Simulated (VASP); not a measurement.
Here is a VASP 6.6.1 calculation.

The input INCAR:

```
PREC = Accurate
ENCUT = 520
EDIFF = 1E-7
ISMEAR = -1
SIGMA = 0.06122561905347299
LREAL = F
LASPH = T
NELM = 60
ALGO = Normal
ISIF = 2
LWAVE = F
LCHARG = F
GGA = PE
NBANDS = 13
```

The input KPOINTS:

```
regular mesh
0
Gamma
  48 48 48
```

File POSCAR:

```
W
1.0
   -1.5707222772      1.5707222772      1.5707222772
    1.5707222772     -1.5707222772      1.5707222772
    1.5707222772      1.5707222772     -1.5707222772
W
1
Direct
    0.0000000000      0.0000000000      0.0000000000
```

Potentials or basis: VASP PAW PBE potentials, release 64 (W_sv).

Run with:

```bash
$ cat potpaw_PBE.64/W_sv/POTCAR > POTCAR
$ mpirun -np 1 vasp_std > vasp.out
```

(1) Estimate the pressure.

(2) Estimate the band gap on the k mesh.

Answers

(1) 13.9 GPa.

(2) zero (bands 7 and 8 overlap by 6.60 eV).

Caveat: the cell stands under pressure; spin-orbit coupling is left out, which moves the levels of the heavy elements.
